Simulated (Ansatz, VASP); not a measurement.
## One calculation of Zn2CdO3, two programs

```
CELL_PARAMETERS angstrom
3.72526 0.00000 0.00000
0.00000 3.72526 0.00000
0.00000 0.00000 7.03460
ATOMIC_POSITIONS crystal
Zn 0.50000 0.50000 0.55822
Zn 0.00000 0.00000 0.74790
Cd 0.00000 0.00000 0.25781
O 0.50000 0.00000 0.67991
O 0.00000 0.50000 0.67991
O 0.50000 0.50000 0.27281
```

Alike in both runs: functional PBE; k mesh 10 × 10 × 6; occupations gaussian, width 0.1 eV; no spin polarisation.

Ansatz relaxed the structure, and its values are those at the end. VASP's run is a single point on that final structure, the one shown.

|  | VASP | Ansatz |
| --- | --- | --- |
| version | VASP 6.6.1 | Ansatz 0.2.0 |
| potentials or method | VASP PAW PBE potentials, release 64 (Zn, Cd, O), cutoff 520 eV | scalar-relativistic, plane waves, PAW |
| valence electrons in the cell | 54 | 62 |

Ansatz gave:

| Item | Value |
| --- | --- |
| gap on the k mesh at the Fermi level (eV) | none |
| pressure (GPa) | 0.0 |
| rms of the force components (eV/Å) | 0.001 |

Q: Estimate VASP's values.

A: gap on the k mesh at the Fermi level (eV): none; pressure (GPa): 0.7; rms of the force components (eV/Å): 0.027.

A gap of «none» marks a metal or a gap that the smearing closes. VASP's potentials hold 54 valence electrons a cell and Ansatz's 62, so a difference there can come from the potentials and not from the codes.
